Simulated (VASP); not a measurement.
Runs of VASP 6.6.1 on Ca. The structure is that of space group Pm-3m (No. 221), or close to it. The cells are those of the table. 

```csv
task,level,cell,cutoff (eV),gap on the mesh (eV),pressure (GPa),relaxed volume (Å³/atom)
relaxation of cell and atoms,PBE+D3(BJ),"relaxed from a = 2.615 Å, 1 atom",600,none,0.1,(a)
relaxation of cell and atoms,revPBE+D3(BJ),"relaxed from a = 2.615 Å, 1 atom",600,none,0.0,39.72
single point,PBE+D3(BJ),"a = 3.435 Å, 1 atom",520,none,0.1,-
single point,PBE,"a = 3.525 Å, 1 atom",520,none,0.0,-
single point,revPBE+D3(BJ),"a = 3.422 Å, 1 atom",520,none,0.0,-
relaxation of cell and atoms,PBE,"relaxed from a = 2.615 Å, 1 atom",600,none,-0.1,43.58
```

Alike in all rows: potentials or basis VASP PAW PBE potentials, release 64 (Ca_sv); no spin polarisation; k mesh 11 × 11 × 11; smearing methfessel-paxton 0.05 eV.

Question: Estimate the missing entries.

Answer: (a) 40.17.

Caveats: pairwise dispersion overbinds metals, which lowers pressure and volume (some runs); the volume moved by over 15 % at a fixed basis, so the end points are rough (some runs); the PAW data sets were made with another functional, which shifts forces and pressure a little (some runs); the volume moved by +125 % from the deposited cell, more than functionals usually miss (some runs); the volume moved by +122 % from the deposited cell, more than functionals usually miss (some runs); the volume moved by +144 % from the deposited cell, more than functionals usually miss (some runs).

A gap of «none» marks levels without a gap at the run's occupations.
